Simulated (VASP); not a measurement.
ZnSe3: relaxation of cell and atoms with PBE

The system is ZnSe3.

```xyz
4
Lattice="2.3870 -3.6889 0.0000 2.3870 3.6889 0.0000 0.0000 0.0000 6.0447" Properties=species:S:1:pos:R:3 pbc="T T T"
Zn    2.3870    0.0000    3.0224
Se    2.3870    1.8572    3.0224
Se    2.3870   -1.8572    3.0224
Se    0.0000    0.0000    3.0224
```

```
Program                : VASP 6.6.1
Task                   : relaxation of cell and atoms
Functional             : PBE
Potentials or basis    : VASP PAW PBE potentials, release 64 (Zn, Se)
Cutoff                 : 500 eV
k mesh                 : 4 × 4 × 4
Occupations            : gaussian, width 0.1 eV
Spin                   : no spin polarisation
Dipole correction      : no
Further INCAR settings : ALGO = Normal; EDIFF = 1e-07; IBRION = 2; EDIFFG = -0.04; NSW = 90; ISIF = 3
```

```yaml
Relaxed_volume: 34.37 Å³/atom
Relaxed_cell: a = 5.728 Å, b = 5.728 Å, c = 5.155 Å, α = 90.00°, β = 90.00°, γ = 125.61°
Space_group_after_relaxing_to_0.05_Å: Cmmm (No. 65)
Energy_gained_by_relaxing: 4462.2 meV/atom
Ionic_steps: 35
Pressure_after_relaxing: 0.0 GPa
Largest_force_after_relaxing: 0.035 eV/Å
Band_gap_on_the_k_mesh: zero (band 15 reaches 0.38 eV, above the bottom of band 16 at -0.29 eV)
```

Forces on the atoms (eV/Å):
```
Zn   0.000  0.000  0.000
Se   0.000 -0.035  0.000
Se   0.000  0.035  0.000
Se   0.000  0.000  0.000
```

Stress tensor (GPa, compression positive):
```
 0.05  0.00  0.00
 0.00  0.03  0.00
 0.00  0.00 -0.08
```

The path:
```
step  energy change (eV)  largest force (eV/Å)  pressure (GPa)  volume (Å³)
   1              0.0000               10.4330           84.54       106.45
   2             11.5346                0.1033          -20.97       376.27
   3            -15.5317                0.0928           -6.36       210.08
   4            -16.1060                0.2993           -5.16       199.72
   5            -16.7188                1.3941           -1.59       177.74
   6            -16.7247                1.5203           -1.27       176.21
   7            -17.2479                1.0676           -0.40       168.32
   8            -17.3115                0.8093            0.61       165.08
   9            -17.3115                0.7788            0.72       164.79
  10            -17.3627                0.2879           -0.49       167.88
  11            -17.3636                0.2196           -0.64       168.34
  12            -17.3888                0.0428           -0.15       165.67
  13            -17.3927                0.0465            0.15       164.12
  14            -17.3952                0.0231           -0.20       164.63
  15            -17.3953                0.0089           -0.14       164.54
  16            -17.3958                0.0440           -0.01       163.77
  17            -17.3958                0.0512            0.01       163.63
  18            -17.3962                0.0477            0.02       163.21
  19            -17.3978                0.0516            0.03       161.95
  20            -17.4066                0.1128            0.05       159.44
  21            -17.4530                0.2649            0.17       154.39
  22            -17.6516                0.5004            0.63       144.26
  23            -17.5181                1.2175            4.52       123.99
  24            -17.7511                0.7111            1.17       138.73
  25            -17.7863                0.0355            2.24       131.34
  26            -17.8004                0.3193            1.78       133.79
  27            -17.7997                0.2555            1.88       133.19
  28            -17.8139                0.2561            1.52       134.01
  29            -17.8402                0.2463            0.47       136.48
  30            -17.8191                0.2033           -1.47       141.49
  31            -17.8440                0.2302           -0.13       137.92
  32            -17.8440                0.2313           -0.10       137.82
  33            -17.8451                0.2040           -0.09       137.79
  34            -17.8475                0.1223           -0.06       137.69
  35            -17.8488                0.0350            0.00       137.49
```

Final structure:
```yaml
crystal:
  lattice:
    - [2.61774, -5.09467, 0.00000]
    - [2.61774, 5.09467, 0.00000]
    - [0.00000, 0.00000, 5.15458]
  atoms:
    - { symbol: Zn, position: [0.50000, 0.50000, 0.50000] }
    - { symbol: Se, position: [0.25642, 0.74358, 0.50000] }
    - { symbol: Se, position: [0.74358, 0.25642, 0.50000] }
    - { symbol: Se, position: [0.00000, 0.00000, 0.50000] }
```

Levels at points of the mesh, in eV from the Fermi level:
| k point | band 13 | band 14 | band 15 | band 16 | band 17 | band 18 |
| --- | --- | --- | --- | --- | --- | --- |
| (0.00, 0.00, 0.00) | -3.06 | -0.24 | 0.31 | 2.64 | 3.09 | 4.32 |
| (0.50, 0.00, 0.00) | -1.50 | -0.98 | -0.94 | -0.11 | 2.27 | 4.15 |
| (0.50, 0.50, 0.00) | -2.18 | -1.45 | 0.20 | 0.78 | 1.51 | 4.96 |
| (0.00, 0.00, 0.50) | -3.22 | -0.46 | 0.11 | 2.65 | 3.52 | 4.16 |
| (0.50, 0.00, 0.50) | -1.84 | -0.96 | -0.92 | -0.37 | 2.33 | 3.01 |
| (0.50, 0.50, 0.50) | -2.16 | -1.81 | -0.10 | 0.81 | 1.67 | 4.54 |

Run time: 7 min on 1 thread of Intel(R) Xeon(R) 6975P-C (Granite Rapids), with other jobs on the host, peak memory 0.24 GiB.

Caveat: the k points lie up to 0.34 Å⁻¹ apart in the final cell; the volume moved by over 15 % at a fixed basis, so the end points are rough.
